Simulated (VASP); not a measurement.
Lu: relaxation of cell and atoms with PBEsol

The system is Lu.

```
Lu
1.0
     3.50310    0.00000    0.00000
    -1.75155    3.03377    0.00000
     0.00000    0.00000    5.55090
Lu
2
Direct
  0.33333 0.66667 0.25000
  0.66667 0.33333 0.75000
```

```yaml
Program: VASP 6.6.1
Task: relaxation of cell and atoms
Functional: PBEsol
Potentials_or_basis: VASP PAW PBE potentials, release 64 (Lu)
Cutoff: 600 eV
k_mesh: 7 × 7 × 4
Occupations: fermi-dirac, width 0.02 eV
Spin: no spin polarisation
Dipole_correction: no
Further_INCAR_settings: ALGO = Normal; EDIFF = 1e-06; IBRION = 2; EDIFFG = -0.01; NSW = 80; ISIF = 3
```

| Item | Value |
| --- | --- |
| Relaxed volume | 27.58 Å³/atom |
| Relaxed cell | a = 3.445 Å, b = 3.445 Å, c = 5.367 Å, α = 90.00°, β = 90.00°, γ = 120.00° |
| Space group after relaxing (to 0.05 Å) | P6_3/mmc (No. 194) |
| Energy gained by relaxing | 21.2 meV/atom |
| Ionic steps | 14 |
| Pressure after relaxing | 0.0 GPa |
| Band gap on the k mesh | zero (band 25 reaches 3.54 eV, above the bottom of band 26 at 1.68 eV) |

The path:
```csv
step,energy change (eV),largest force (eV/Å),pressure (GPa),volume (Å³)
1,0.0000,0.0000,-2.93,58.99
2,-0.0409,0.0000,0.65,54.50
3,-0.0421,0.0000,0.13,55.05
4,-0.0421,0.0000,-0.02,55.13
5,-0.0424,0.0000,0.50,55.18
6,-0.0420,0.0000,0.40,55.27
7,-0.0423,0.0000,-0.35,55.23
8,-0.0424,0.0000,-0.45,55.21
9,-0.0425,0.0000,-0.19,55.20
10,-0.0425,0.0000,-0.20,55.19
11,-0.0423,0.0000,0.17,54.94
12,-0.0424,0.0000,0.13,55.07
13,-0.0425,0.0000,0.07,55.12
14,-0.0425,0.0000,0.01,55.16
```

Final structure:
```
Lu
1.0
     3.44494    0.00000    0.00000
    -1.72247    2.98340    0.00000
     0.00000    0.00000    5.36668
Lu
2
Direct
  0.33333 0.66667 0.25000
  0.66667 0.33333 0.75000
```

Levels at points of the mesh, in eV from the Fermi level:
```tsv
k point	band 20	band 21	band 22	band 23	band 24	band 25	band 26	band 27	band 28	band 29
(0.00, 0.00, 0.00)	-4.74	-4.74	-4.73	-4.72	-2.49	0.90	2.21	2.21	2.70	3.00
(0.00, 0.00, 0.50)	-4.74	-4.73	-4.73	-4.39	-4.39	1.26	1.26	2.11	2.11	2.11
```

It took 3.9 min on 1 thread of Intel(R) Xeon(R) 6975P-C (Granite Rapids), with other jobs on the host, peak memory 0.22 GiB.

Caveat: the PAW data sets were made with another functional, which shifts forces and pressure a little; spin-orbit coupling is left out, which moves the levels of the heavy elements.
